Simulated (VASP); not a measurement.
Wanted: the native input for a VASP 6.6.1 run.

| Item | Value |
| --- | --- |
| Task | single point |
| Functional | PBE |
| Potentials or basis | VASP PAW PBE potentials, release 64 (Pd) |
| Cutoff | 520 eV |
| k mesh | 14 × 14 × 7 |
| Occupations | fermi-dirac, width 0.05 eV |
| Spin | collinear spin |
| Starting moments | [0.6, -0.6] μB |
| Dipole correction | no |
| Further INCAR settings | ALGO = Normal; EDIFF = 1e-07; NBANDS = 21 |

The structure of Pd lies in POSCAR:

```
Pd
1.0
    2.7836650458      0.0000000000      0.0000000000
   -1.3918325229      2.4107246453      0.0000000000
    0.0000000000      0.0000000000      4.6288930000
Pd
2
Direct
    0.6666666667      0.3333333333      0.7500000000
    0.3333333333      0.6666666667      0.2500000000
```

This isn't the form of Pd at room conditions, which is fcc.

These files were run (other wordings do the same):

INCAR

```
PREC = Accurate ; ENCUT = 520
EDIFF = 1E-7 ; ISMEAR = -1
SIGMA = 0.05 ; LREAL = False
LASPH = True ; NELM = 150
ALGO = Normal ; ISIF = 2
LWAVE = False ; LCHARG = False
ISPIN = 2 ; MAGMOM = 0.6 -0.6
LORBIT = 11 ; LMAXMIX = 4
GGA = PE ; NBANDS = 21
```

KPOINTS

```
regular mesh
0
Gamma
  14 14 7
```

Potentials or basis: VASP PAW PBE potentials, release 64 (Pd).

The run is started by

```bash
$ cat potpaw_PBE.64/Pd/POTCAR > POTCAR
$ mpirun -np 1 vasp_std > vasp.out
```

Results of the run:

| Quantity | Value |
| --- | --- |
| Pressure | -1.7 GPa |
| Band gap on the k mesh | zero (filled and empty bands overlap) |
| Net moment | 0.00 μB per cell |
| Valence electrons inside the program's atomic spheres | Pd 9.34 |

Wall time 2.3 min on 1 thread of Intel Xeon 8259CL (shared host), peak memory 0.23 GiB.
